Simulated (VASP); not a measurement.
# H5C16F in VASP: further runs

The runs below take H5C16F through single point, with PBE+D3(BJ).

All numbers are computed with VASP 6.6.1; they aren't measurements. Logs are shortened: lines on timing, memory, paths and dates and some standing lists are left out, and cuts for length are marked.

**1. The cell of the first run**

The cell holds a slab with vacuum, 22 atoms: a = 5.049 Å, b = 5.049 Å, c = 18.676 Å, α = 90.00°, β = 90.00°, γ = 60.00°.

**2. Single point, PBE+D3(BJ)**

The input, INCAR:

```
PREC = Accurate
ENCUT = 520
EDIFF = 1E-6
ISMEAR = -1
SIGMA = 0.05
LREAL = Auto
LASPH = True
NELM = 100
ALGO = Normal
ISIF = 2
LWAVE = False
LCHARG = False
GGA = PE
IVDW = 12
NBANDS = 55
```

The input, KPOINTS:

```
Automatic mesh
0
Gamma
  2 2 1
```

The input, POSCAR:

```
H5C16F
1.0
    5.0487420000      0.0000000000      0.0000000000
    2.5243710000      4.3723390000      0.0000000000
    0.0000000000      0.0000000000     18.6764260000
H C F
5 16 1
Direct
    0.1666721879      0.1666613682      0.0535434349
    0.6666779319      0.1666613682      0.0535434349
    0.1666715721      0.6666683439      0.0535434349
    0.6666575092      0.6666683439      0.0535434349
    0.7132733122      0.5157193896      0.4032677344
    0.1666721879      0.1666613682      0.1124412133
    0.6666779319      0.1666613682      0.1124412133
    0.1666715721      0.6666683439      0.1124412133
    0.6666575092      0.6666683439      0.1124412133
   -0.1666613682      0.3333227364      0.1400321453
    0.3333443758      0.3333227364      0.1400321453
   -0.1666619840      0.8333297121      0.1400321453
    0.3333437600      0.8333297121      0.1400321453
   -0.1654653441      0.3312872126      0.2386377351
    0.3587967751      0.3216356280      0.2580525846
   -0.1546129141      0.8282065961      0.2196351700
    0.3356852421      0.8341530700      0.2272811725
    0.0264089650     -0.0006861316      0.2471243695
    0.4967723341      0.0070214135      0.2441259372
    0.0286648444      0.4786454115      0.2317199233
    0.5228711030      0.5071198734      0.2758290050
    1.8687096529      0.5466181831      0.3833709940
```

Potentials or basis: VASP PAW PBE potentials, release 64 (H, C, F).

Started as:

```bash
$ cat potpaw_PBE.64/H/POTCAR potpaw_PBE.64/C/POTCAR potpaw_PBE.64/F/POTCAR > POTCAR
$ mpirun -np 1 vasp_std > vasp.out
```

OUTCAR:

```text
PREC = Accurate
   ENCUT = 520
   EDIFF = 1E-6
   ISMEAR = -1
   LREAL = Auto
   LASPH = True
   NELM = 100
   ISIF = 2
   GGA = PE
   IVDW = 12
 IVDW          = 12

 ion  position               nearest neighbor table
   1  0.167  0.167  0.054-   6 1.10
   2  0.667  0.167  0.054-   7 1.10
   3  0.167  0.667  0.054-   8 1.10
   4  0.667  0.667  0.054-   9 1.10
   5  0.713  0.516  0.403-  22 0.95
   6  0.167  0.167  0.112-   1 1.10  13 1.55  10 1.55  11 1.55
   7  0.667  0.167  0.112-   2 1.10  10 1.55  12 1.55  11 1.55
   8  0.167  0.667  0.112-   3 1.10  12 1.55  13 1.55  11 1.55
   9  0.667  0.667  0.112-   4 1.10  13 1.55  12 1.55  10 1.55
  10  0.833  0.333  0.140-   7 1.55   6 1.55   9 1.55  14 1.84
  11  0.333  0.333  0.140-   7 1.55   6 1.55   8 1.55
  12  0.833  0.833  0.140-  16 1.49   7 1.55   8 1.55   9 1.55
  13  0.333  0.833  0.140-   9 1.55   6 1.55   8 1.55  17 1.63
  14  0.835  0.331  0.239-  18 1.47  20 1.50  21 1.53  10 1.84
  15  0.359  0.322  0.258-  19 1.40  20 1.53  21 1.56
  16  0.845  0.828  0.220-  12 1.49  20 1.55  19 1.59  18 1.62
  17  0.336  0.834  0.227-  18 1.40  19 1.49  13 1.63  21 1.70
  18  0.026  0.999  0.247-  17 1.40  14 1.47  16 1.62
  19  0.497  0.007  0.244-  15 1.40  17 1.49  16 1.59
  20  0.029  0.479  0.232-  14 1.50  15 1.53  16 1.55
  21  0.523  0.507  0.276-  14 1.53  15 1.56  17 1.70
  22  0.869  0.547  0.383-   5 0.95

  LATTYP: Found a hexagonal cell.
 ALAT       =     5.0487421480
 C/A-ratio  =     3.6992235794

  Lattice vectors:

 A1 = (  -2.5243710000,  -4.3723390000,   0.0000000000)
 A2 = (   5.0487420000,   0.0000000000,   0.0000000000)
 A3 = (   0.0000000000,   0.0000000000,  18.6764260000)

Analysis of symmetry for initial positions (statically):
=====================================================================
 Subroutine PRICEL returns:
 Original cell was already a primitive cell.

 Routine SETGRP: Setting up the symmetry group for a
 hexagonal supercell.

 Subroutine GETGRP returns: Found  1 space group operations
 (whereof  1 operations were pure point group operations)
 out of a pool of 24 trial point group operations.

The static configuration has the point symmetry C_1 .

Analysis of symmetry for dynamics (positions and initial velocities):
[... 131 lines left out ...]
   LREAL  =      T    real-space projection
   EDIFFG = 0.1E-04   stopping-criterion for IOM
   NSW    =      0    number of steps for IOM
   IBRION =     -1    ionic relax: 0-MD 1-quasi-New 2-CG
   NFREE  =      0    steps in history (QN), initial steepest desc. (CG)
   ISIF   =      2    stress and relaxation
   ISYM   =      2    0-nonsym 1-usesym 2-fastsym
   POTIM  = 0.5000    time-step for ionic-motion
   TEBEG  =    0.0;   TEEND  =   0.0 temperature during run
   PSTRESS=    0.0 pullay stress
   NELECT =      76.0000    total number of electrons
   NUPDOWN=      -1.0000    fix difference up-down
   EMIN   =  10.00;   EMAX   =-10.00  energy-range for DOS
   EFERMI =   0.00;   METHOD = LEGACY
   ISMEAR =    -1;   SIGMA  =   0.05  broadening in eV -4-tet -1-fermi 0-gaus
   EFERMI_NEDOS =   21; number of points for ismear=-14 and -15
   IALGO  =     38    algorithm
   IMIX   =      4    mixing-type and parameters
     AMIX     =   0.40;   BMIX     =  1.00
     AMIX_MAG =   1.60;   BMIX_MAG =  1.00
  volume/ion in A,a.u.               =      18.74       126.46
  Fermi-wavevector in a.u.,A,eV,Ry     =   0.931714  1.760683 11.811085  0.868090
  Thomas-Fermi vector in A             =   2.058236
   LORBIT       =      0    0 simple, 1 ext, 2 COOP (PROOUT), +10 PAW based schemes
   GGA     = PE    functional components
   LHFCALC =     F    Hartree Fock is set to
   AEXX    =    0.0000 exact exchange contribution
   IVDW    =    12    specifies the selected vdW correction
   LEPSILON=     F    determine dielectric tensor
   LRPA    =     F    only Hartree local field effects (RPA)
 non-spin polarized calculation
  energy-cutoff  :      520.00
  volume of cell :      412.28
 maximum number of plane-waves:     11157
 NGX is ok and might be reduce to    40
   NGX = 19   NGY = 19   NGZ = 69

 number of electron      76.0000003 magnetization

 Free energy of the ion-electron system (eV)
  ---------------------------------------------------
  ext. energy  EPLUGINS =         0.00000000
  ---------------------------------------------------
  free energy    TOTEN  =      -157.43021903 eV

  energy without entropy =     -157.38603566  energy(sigma->0) =     -157.40812734

 E-fermi :  -0.3174     XC(G=0):  -4.6973

 val. band max:       -0.4090476952   @ k =   0.5000   0.5000   0.0000
 cond. band min:      -0.2450271262   @ k =   0.5000   0.5000   0.0000
 fundamental gap:      0.1640205690
 Fermi energy:        -0.3174042846

 k-point     1 :       0.0000    0.0000    0.0000
  band No.  band energies     occupation
      1     -25.4030      2.00000
      2     -21.0001      2.00000
      3     -18.5225      2.00000
      4     -16.1842      2.00000
      5     -15.8172      2.00000
      6     -15.4858      2.00000
[... 201 lines left out ...]
     49       5.3528      0.00000
     50       5.5661      0.00000
 [bands above 50 left out]

------------------------ aborting loop because EDIFF is reached ----------------------------------------

 Edisp (eV)   -2.29303

 E8    (eV) :    -0.6759

  FORCE on cell =-STRESS in cart. coord.  units (eV):
  Direction    XX          YY          ZZ          XY          YZ          ZX
  --------------------------------------------------------------------------------------
  -------------------------------------------------------------------------------------
  Total      -8.18189    -7.28693    -3.24134    -0.90974    -0.98105     3.64921
  in kB     -31.79606   -28.31811   -12.59634    -3.53537    -3.81251    14.18139
  external pressure =      -24.24 kB  Pullay stress =        0.00 kB

 VOLUME and BASIS-vectors are now :
 -----------------------------------------------------------------------------
  energy-cutoff  :      520.00
  volume of cell :      412.28
      direct lattice vectors                 reciprocal lattice vectors
     5.048742000  0.000000000  0.000000000     0.198069143 -0.114355268  0.000000000
     2.524371000  4.372339000  0.000000000     0.000000000  0.228710537  0.000000000
     0.000000000  0.000000000 18.676426000     0.000000000  0.000000000  0.053543435

 POSITION                                       TOTAL-FORCE (eV/Angst)
 -----------------------------------------------------------------------------------
      1.26220      0.72870      1.00000        -0.067227     -0.095614     -0.286083
      3.78660      0.72870      1.00000        -0.253550      0.159444     -0.319609
      2.52440      2.91490      1.00000         0.052567     -0.034630     -0.371516
      5.04870      2.91490      1.00000         0.049746     -0.042453     -0.376867
      4.90300      2.25490      7.53160         0.224196      0.086924     -0.565974
      1.26220      0.72870      2.10000        -0.054640      0.071166      2.443858
[... 14 lines left out ...]
      3.92000      2.21730      5.15150        -2.297500     -0.726283     -3.998337
      5.76576      2.39000      7.16000         0.061890     -0.042671      0.732300
 -----------------------------------------------------------------------------------
    total drift:                               -0.013091     -0.001015     -0.056741

  FREE ENERGIE OF THE ION-ELECTRON SYSTEM (eV)
  ---------------------------------------------------
  free  energy   TOTEN  =      -159.7232459166 eV

  energy  without entropy=     -159.6790625521  energy(sigma->0) =     -159.70115423
```

OSZICAR:

```text
N       E                     dE             d eps       ncg     rms          rms(c)
DAV:   1     0.571298357031E+03    0.57130E+03   -0.33039E+04   440   0.115E+03
DAV:   2    -0.903741073607E+02   -0.66167E+03   -0.63052E+03   626   0.279E+02
DAV:   3    -0.163851321083E+03   -0.73477E+02   -0.72697E+02   520   0.953E+01
[... 18 lines left out ...]
DAV:  22    -0.157430186547E+03   -0.57991E-04   -0.41417E-06   410   0.333E-03    0.698E-04
DAV:  23    -0.157430209725E+03   -0.23178E-04   -0.14695E-06   385   0.183E-03    0.327E-04
DAV:  24    -0.157430216415E+03   -0.66894E-05   -0.33503E-07   376   0.926E-04    0.164E-04
DAV:  25    -0.157430218465E+03   -0.20505E-05   -0.80289E-08   360   0.553E-04    0.764E-05
DAV:  26    -0.157430219026E+03   -0.56118E-06   -0.17929E-08   344   0.312E-04
   1 F= -.15972325E+03 E0= -.15970115E+03  d E =-.441834E-01
```

stdout:

```text
POSCAR found type information on POSCAR H C F
 POSCAR found :  3 types and      22 ions
 scaLAPACK will be used
 LDA part: xc-table for (Slater+PW92), standard interpolation
 POSCAR, INCAR and KPOINTS ok, starting setup
 FFT: planning ... GRIDC
 FFT: planning ... GRID_SOFT
 FFT: planning ... GRID
 WAVECAR not read
 entering main loop
```

Run time: 6.5 min. Hardware: 1 thread of Intel Xeon Platinum 8175M at 2.50GHz (Skylake/Cascade Lake), shared host; peak memory 0.49 GiB.

Results:

| Quantity | Value |
| --- | --- |
| Free energy | -159.7232 eV |
| Largest force | 4.890 eV/Å |
| Band gap on the k mesh | 0.16 eV |
| Dispersion energy per atom | -0.104 eV |

Forces on the atoms (eV/Å):
```
H   -0.067 -0.096 -0.286
H   -0.254  0.159 -0.320
H    0.053 -0.035 -0.372
H    0.050 -0.042 -0.377
H    0.224  0.087 -0.566
C   -0.055  0.071  2.444
C    0.225  0.054  2.763
C    0.084 -0.131  1.459
C   -0.122 -0.069  1.737
C   -0.945 -0.119 -1.655
C   -2.232  1.275 -3.235
C    0.543  0.553 -3.083
C   -0.082 -1.146 -0.791
C    2.221 -0.514 -0.914
C    0.625  1.618  0.249
C    0.494  0.547  2.420
C    2.158 -0.391  0.950
C   -4.790  0.108 -0.978
C    2.675 -1.965  1.080
C    1.432  0.804  2.739
C   -2.297 -0.726 -3.998
F    0.062 -0.043  0.732
```

Caveat: the k points lie up to 0.72 Å⁻¹ apart; there is no dipole correction, which matters where the two faces differ; semilocal functionals underestimate gaps, and a narrow one can read as zero.

**3. Single point, PBE+D3(BJ)**

The input, INCAR:

```
SYSTEM = H5C16F
PREC = Accurate
ENCUT = 520
EDIFF = 1E-6
ISMEAR = -1
SIGMA = 0.05
LREAL = Auto
LASPH = .True.
NELM = 80
ALGO = Normal
ISIF = 2
LWAVE = .False.
LCHARG = .False.
GGA = PE
IVDW = 12
NBANDS = 55
```

The input, KPOINTS:

```
regular mesh
0
Gamma
  2 2 1
  0 0 0
```

The input, POSCAR:

```
H5C16F
1.0
    5.0487420000      0.0000000000      0.0000000000
    2.5243710000      4.3723390000      0.0000000000
    0.0000000000      0.0000000000     18.6764260000
H C F
5 16 1
Direct
    0.1666721879      0.1666613682      0.0535434349
    0.6666779319      0.1666613682      0.0535434349
    0.1666715721      0.6666683439      0.0535434349
    0.6666575092      0.6666683439      0.0535434349
    1.5211292349      0.4815500353      0.6937837036
    0.1666721879      0.1666613682      0.1124412133
    0.6666779319      0.1666613682      0.1124412133
    0.1666715721      0.6666683439      0.1124412133
    0.6666575092      0.6666683439      0.1124412133
   -0.1666613682      0.3333227364      0.1400321453
    0.3333443758      0.3333227364      0.1400321453
   -0.1666619840      0.8333297121      0.1400321453
    0.3333437600      0.8333297121      0.1400321453
   -0.0269553257      0.3058546009      0.2869553307
    0.5156377351      0.2827548367      0.2693663124
    0.0029189739      0.7688104696      0.2848724911
    0.4762749589      0.7943803077      0.2784258616
    0.1506060206     -0.0523975840      0.2833732750
    0.6802770695     -0.0623693634      0.2577099066
    0.1659564665      0.4518862787      0.2696447382
    0.6514631093      0.4530755735      0.2784419246
    2.5088299761      0.5597690390      0.6400207406
```

Potentials or basis: VASP PAW PBE potentials, release 64 (H, C, F).

Started as:

```bash
$ cat potpaw_PBE.64/H/POTCAR potpaw_PBE.64/C/POTCAR potpaw_PBE.64/F/POTCAR > POTCAR
$ mpirun -np 1 vasp_std > vasp.out
```

It took 6.5 min on 1 thread of Intel Xeon Platinum 8175M at 2.50GHz (Skylake/Cascade Lake), shared host; peak memory 0.48 GiB.

The run converged. Its results:

| Item | Value |
| --- | --- |
| Free energy | -158.7146 eV |
| Largest force | 5.451 eV/Å |
| Band gap on the k mesh | zero (bands 38 and 39 overlap by 0.07 eV) |
| Dispersion energy per atom | -0.104 eV |

Forces on the atoms (eV/Å):
```
H    0.051  0.083 -0.870
H   -0.119  0.118 -0.465
H   -0.195  0.080 -0.845
H   -0.102  0.159 -0.607
H    0.563  1.422 -4.388
C   -0.200  0.061  4.530
C    0.064  0.104  5.024
C    0.070  0.066  4.283
C   -0.228  0.098  5.113
C    0.320 -0.263 -4.137
C    0.015  0.264 -3.778
C   -0.649  0.504 -2.439
C    0.127 -0.241 -3.750
C    2.761 -3.768 -2.683
C   -5.119 -1.639 -0.906
C    0.344  1.622 -2.090
C    1.463 -0.911 -2.555
C    0.598  2.467  0.859
C   -1.065  0.555  2.362
C   -0.422 -1.939  2.602
C    2.284  2.579  0.345
F   -0.562 -1.421  4.394
```

Levels at points of the mesh, in eV from the Fermi level:
```tsv
k point	band 36	band 37	band 38	band 39	band 40	band 41
(0.00, 0.00, 0.00)	-1.10	-1.10	-0.72	0.00	0.08	1.30
(0.50, 0.00, 0.00)	-2.85	-0.17	0.07	0.27	0.36	2.09
(0.50, 0.50, 0.00)	-2.75	-0.48	-0.05	0.07	0.39	1.95
(0.00, 0.50, 0.00)	-2.37	-0.50	-0.17	0.06	0.40	2.23
```

Caveat: the k points lie up to 0.72 Å⁻¹ apart; there is no dipole correction, which matters where the two faces differ.

(Continued in part 2 of 2.)

The gap in the log of VASP goes by the Fermi energy; the results here count the filled bands.